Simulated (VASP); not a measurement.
# Ru (P6_3/mmc) in VASP: a series of runs

Runs on Ru. Level: LDA. Tasks: relaxation of shape and atoms at fixed volume, single point.

Everything below comes from runs of VASP 6.6.1. Logs are shortened: lines on timing, memory, paths and dates and some standing lists are left out, and cuts for length are marked.

## (1) The cell of the first run

Symmetry: P6_3/mmc, No. 194, hexagonal system. The conventional cell has a = 2.352 Å, b = 2.352 Å, c = 3.716 Å, α = 90.00°, β = 90.00°, γ = 120.00°. Within 3.0 Å of Ru (site symmetry -6m2) lie 12 Ru at 2.30 to 2.35 Å.

## (2) Relaxation of shape and atoms at fixed volume, LDA

File INCAR:

```
SYSTEM = Ru
PREC = Accurate ; ENCUT = 600
EDIFF = 1E-7 ; ISMEAR = -1
SIGMA = 0.08 ; LREAL = .FALSE.
LASPH = .TRUE. ; NELM = 80
ALGO = Normal ; ISIF = 4
LWAVE = .FALSE. ; LCHARG = .FALSE.
IBRION = 2 ; NSW = 50
EDIFFG = -0.005
```

File KPOINTS:

```
regular mesh
0
G
  18 18 10
  0 0 0
```

File POSCAR:

```
Ru
1.0
    2.3518472050      0.0000000000      0.0000000000
   -1.1759236025      2.0367594254      0.0000000000
    0.0000000000      0.0000000000      3.7161066261
Ru
2
Direct
    0.3333333333      0.6666666667      0.2500000000
    0.6666666667      0.3333333333      0.7500000000
```

Potentials or basis: VASP PAW LDA potentials, release 64 (Ru_pv).

On the command line:

```sh
$ cat potpaw_LDA.64/Ru_pv/POTCAR > POTCAR
$ mpirun -np 1 vasp_std > vasp.out
```

OUTCAR:

```text
SYSTEM = Ru
   PREC = Accurate
   ENCUT = 600
   EDIFF = 1E-7
   ISMEAR = -1
   LREAL = .FALSE.
   LASPH = .TRUE.
   NELM = 80
   ISIF = 4
   IBRION = 2
   NSW = 50
   EDIFFG = -0.005

 ion  position               nearest neighbor table
   1  0.333  0.667  0.250-   2 2.30   2 2.30   2 2.30   2 2.30   2 2.30   2 2.30   2 3.29   2 3.29
                             2 3.29   2 3.29   2 3.29   2 3.29
   2  0.667  0.333  0.750-   1 2.30   1 2.30   1 2.30   1 2.30   1 2.30   1 2.30   1 3.29   1 3.29
                             1 3.29   1 3.29   1 3.29   1 3.29

  LATTYP: Found a hexagonal cell.
 ALAT       =     2.3518472050
 C/A-ratio  =     1.5800799551

  Lattice vectors:

 A1 = (   2.3518472050,   0.0000000000,   0.0000000000)
 A2 = (  -1.1759236025,   2.0367594254,   0.0000000000)
 A3 = (   0.0000000000,   0.0000000000,   3.7161066261)

Analysis of symmetry for initial positions (statically):
=====================================================================
 Subroutine PRICEL returns:
 Original cell was already a primitive cell.

 Routine SETGRP: Setting up the symmetry group for a
 hexagonal supercell.

 Subroutine GETGRP returns: Found 24 space group operations
 (whereof 12 operations were pure point group operations)
 out of a pool of 24 trial point group operations.

The static configuration has the point symmetry D_3d.
 The point group associated with its full space group is D_6h.

Analysis of symmetry for dynamics (positions and initial velocities):
=====================================================================
 Subroutine PRICEL returns:
 Original cell was already a primitive cell.

 Routine SETGRP: Setting up the symmetry group for a
 hexagonal supercell.

 Subroutine GETGRP returns: Found 24 space group operations
 (whereof 12 operations were pure point group operations)
 out of a pool of 24 trial point group operations.

The dynamic configuration has the point symmetry D_3d.
 The point group associated with its full space group is D_6h.

 Subroutine INISYM returns: Found 24 space group operations
 (whereof 12 operations are pure point group operations),
 and found     1 'primitive' translations

----------------------------------------------------------------------------------------

                                     Primitive cell

  volume of cell :      17.8007

  direct lattice vectors                    reciprocal lattice vectors
[... 91 lines left out ...]
   IBRION =      2    ionic relax: 0-MD 1-quasi-New 2-CG
   NFREE  =      1    steps in history (QN), initial steepest desc. (CG)
   ISIF   =      4    stress and relaxation
   ISYM   =      2    0-nonsym 1-usesym 2-fastsym
   POTIM  = 0.5000    time-step for ionic-motion
   TEBEG  =    0.0;   TEEND  =   0.0 temperature during run
   PSTRESS=    0.0 pullay stress
   NELECT =      28.0000    total number of electrons
   NUPDOWN=      -1.0000    fix difference up-down
   EMIN   =  10.00;   EMAX   =-10.00  energy-range for DOS
   EFERMI =   0.00;   METHOD = LEGACY
   ISMEAR =    -1;   SIGMA  =   0.08  broadening in eV -4-tet -1-fermi 0-gaus
   EFERMI_NEDOS =   21; number of points for ismear=-14 and -15
   IALGO  =     38    algorithm
   IMIX   =      4    mixing-type and parameters
     AMIX     =   0.40;   BMIX     =  1.00
     AMIX_MAG =   1.60;   BMIX_MAG =  1.00
  volume/ion in A,a.u.               =       8.90        60.06
  Fermi-wavevector in a.u.,A,eV,Ry     =   1.903919  3.597886 49.319870  3.624908
  Thomas-Fermi vector in A             =   2.942240
   LORBIT       =      0    0 simple, 1 ext, 2 COOP (PROOUT), +10 PAW based schemes
   GGA     = CA    functional components
   LHFCALC =     F    Hartree Fock is set to
   AEXX    =    0.0000 exact exchange contribution
   IVDW    =     0    specifies the selected vdW correction
   LEPSILON=     F    determine dielectric tensor
   LRPA    =     F    only Hartree local field effects (RPA)
 conjugate gradient relaxation of ions
 non-spin polarized calculation
  energy-cutoff  :      600.00
  volume of cell :       17.80
 maximum number of plane-waves:       609
 NGX is ok and might be reduce to    20
   NGX =  9   NGY =  9   NGZ = 15

--------------------------------------- Ionic step        1  -------------------------------------------

 number of electron      27.9999998 magnetization

 Free energy of the ion-electron system (eV)
  ---------------------------------------------------
  ext. energy  EPLUGINS =         0.00000000
  ---------------------------------------------------
  free energy    TOTEN  =       -14.94552622 eV

  energy without entropy =      -14.92616982  energy(sigma->0) =      -14.93584802

------------------------ aborting loop because EDIFF is reached ----------------------------------------

  FORCE on cell =-STRESS in cart. coord.  units (eV):
  Direction    XX          YY          ZZ          XY          YZ          ZX
  --------------------------------------------------------------------------------------
  -------------------------------------------------------------------------------------
  Total       38.0137623     38.0137623     40.4594251     -0.0000000      0.0000000     -0.0000000
  in kB     3421.4833632   3421.4833634   3641.6087622     -0.0000000      0.0000000     -0.0000000
  external PRESSURE =    3494.8584963 kB  Pullay stress =       0.0000000 kB
[... 95 lines left out ...]
--------------------------------------- Ionic step        4  -------------------------------------------

 number of electron      28.0000000 magnetization

 Free energy of the ion-electron system (eV)
  ---------------------------------------------------
  ext. energy  EPLUGINS =         0.00000000
  ---------------------------------------------------
  free energy    TOTEN  =       -14.95621897 eV

  energy without entropy =      -14.93613506  energy(sigma->0) =      -14.94617702

 E-fermi :  22.2053     XC(G=0): -17.1142

 val. band max:       22.2021576853   @ k =   0.2778   0.2222   0.1000
 cond. band min:      22.2078470309   @ k =   0.2222   0.1111   0.1000
 fundamental gap:      0.0056893456
 Fermi energy:        22.2053278395

 k-point     1 :       0.0000    0.0000    0.0000
  band No.  band energies     occupation
      1     -24.1185      2.00000
      2     -20.6454      2.00000
      3     -20.6454      2.00000
      4     -20.0913      2.00000
      5     -20.0913      2.00000
      6     -19.9872      2.00000
[... 481 lines left out ...]
      5     -21.0281      2.00000
      6     -20.7685      2.00000
[... 10 lines left out ...]
     17      29.2612      0.00000
     18      31.9749      0.00000

 [... further k-points ...]
[... 5 lines left out ...]
  --------------------------------------------------------------------------------------
  -------------------------------------------------------------------------------------
  Total       38.7574906     38.7574906     38.7676204     -0.0000000      0.0000000      0.0000000
  in kB     3488.4237025   3488.4237027   3489.3354424     -0.0000000      0.0000000      0.0000000
  external PRESSURE =    3488.7276159 kB  Pullay stress =       0.0000000 kB
[... 17 lines left out ...]
  FREE ENERGIE OF THE ION-ELECTRON SYSTEM (eV)
  ---------------------------------------------------
  free  energy   TOTEN  =       -14.9562189725 eV

  energy  without entropy=      -14.9361350649  energy(sigma->0) =      -14.94617702

 reached required accuracy - stopping structural energy minimisation
```

CONTCAR:

```text
Ru
   1.00000000000000
     2.3416131819649304   -0.0000000000000000   -0.0000000000000000
    -1.1708065909824652    2.0278965014891077   -0.0000000000000000
     0.0000000000000000    0.0000000000000000    3.7486601048002219
  Ru
     2
Direct
     0.3333333332999970    0.6666666667000030    0.2500000000000000
     0.6666666667000030    0.3333333332999970    0.7500000000000000

  0.00000000E+00  0.00000000E+00  0.00000000E+00
  0.00000000E+00  0.00000000E+00  0.00000000E+00
```

It took 4.6 min on 1 thread of Intel Xeon 8259CL, shared host; peak memory 0.19 GiB.

Results:

```
Free energy               : -14.9562 eV
Energy gained by relaxing : 5.3 meV/atom
Ionic steps               : 4
Pressure after relaxing   : 348.9 GPa
Band gap on the k mesh    : zero (bands 14 and 15 overlap by 6.06 eV)
```

Stress tensor (GPa, compression positive):
```
348.84   0.00   0.00
  0.00 348.84   0.00
  0.00   0.00 348.93
```

Step by step:
```
step  energy change (eV)  largest force (eV/Å)  pressure (GPa)  volume (Å³)
   1              0.0000                0.0000          349.49        17.80
   2              0.1230                0.0000          349.73        17.80
   3             -0.0107                0.0000          348.86        17.80
   4             -0.0107                0.0000          348.87        17.80
```

Final structure:
```
Ru
1.0
     2.34161    0.00000    0.00000
    -1.17081    2.02790    0.00000
     0.00000    0.00000    3.74866
Ru
2
Direct
  0.33333 0.66667 0.25000
  0.66667 0.33333 0.75000
```

Levels at points of the mesh, in eV from the Fermi level:
| k point | band 10 | band 11 | band 12 | band 13 | band 14 | band 15 | band 16 | band 17 | band 18 |
| --- | --- | --- | --- | --- | --- | --- | --- | --- | --- |
| (0.00, 0.00, 0.00) | -4.97 | -4.80 | -3.68 | -3.68 | -2.52 | -2.52 | 2.03 | 2.03 | 2.56 |
| (0.50, 0.00, 0.00) | -5.57 | -3.53 | -2.60 | -2.02 | 2.95 | 3.71 | 3.75 | 7.49 | 9.77 |
| (0.00, 0.00, 0.50) | -5.18 | -5.18 | -5.18 | -3.80 | -3.80 | 1.05 | 1.05 | 1.05 | 1.05 |
| (0.50, 0.00, 0.50) | -8.45 | -2.01 | -2.01 | 1.11 | 1.11 | 3.41 | 3.41 | 6.08 | 6.08 |

## (3) Single point, LDA

This run uses another cell than the first one, of 9.95 Å³/atom.

File INCAR:

```
PREC = Accurate ; ENCUT = 500
EDIFF = 1E-6 ; ISMEAR = -1
SIGMA = 0.08 ; LREAL = False
LASPH = True ; NELM = 120
ALGO = Normal ; ISIF = 2
LWAVE = False ; LCHARG = False
GGA = CA ; NBANDS = 21
GGA_COMPAT = False
```

File KPOINTS:

```
regular mesh
0
Gamma
  18 18 10
```

File POSCAR:

```
Ru
1.0
    2.4327897047      0.0000000000      0.0000000000
   -1.2163948524      2.1068576864      0.0000000000
    0.0000000000      0.0000000000      3.8815207648
Ru
2
Direct
    0.3333333333      0.6666666667      0.2500000000
    0.6666666667      0.3333333333      0.7500000000
```

Potentials or basis: VASP PAW LDA potentials, release 64 (Ru_pv).

On the command line:

```sh
$ cat potpaw_LDA.64/Ru_pv/POTCAR > POTCAR
$ mpirun -np 1 vasp_std > vasp.out
```

Run time: 28 s. Hardware: 1 thread of Intel Xeon 6975P-C (Granite Rapids), shared host; peak memory 0.18 GiB.

Results (log left out):

```
Free energy            : -18.4266 eV
Pressure               : 194.3 GPa
Band gap on the k mesh : zero (bands 14 and 15 overlap by 5.12 eV)
```

Stress tensor (GPa, compression positive):
```
194.20   0.00   0.00
  0.00 194.20   0.00
  0.00   0.00 194.54
```

Levels at points of the mesh, in eV from the Fermi level:
```csv
k point,band 12,band 13,band 14,band 15,band 16,band 17
"(0.00, 0.00, 0.00)",-3.09,-3.09,-2.14,-2.14,1.81,1.81
"(0.50, 0.00, 0.00)",-2.28,-2.07,2.48,3.15,3.16,6.36
"(0.00, 0.00, 0.50)",-4.39,-3.65,-3.65,0.91,0.91,0.91
"(0.50, 0.00, 0.50)",-1.69,0.86,0.86,2.88,2.88,5.14
```

Caveat: the cell stands under pressure.

[end of part 1 of 2]

The gap in the log of VASP goes by the Fermi energy; the results here count the filled bands.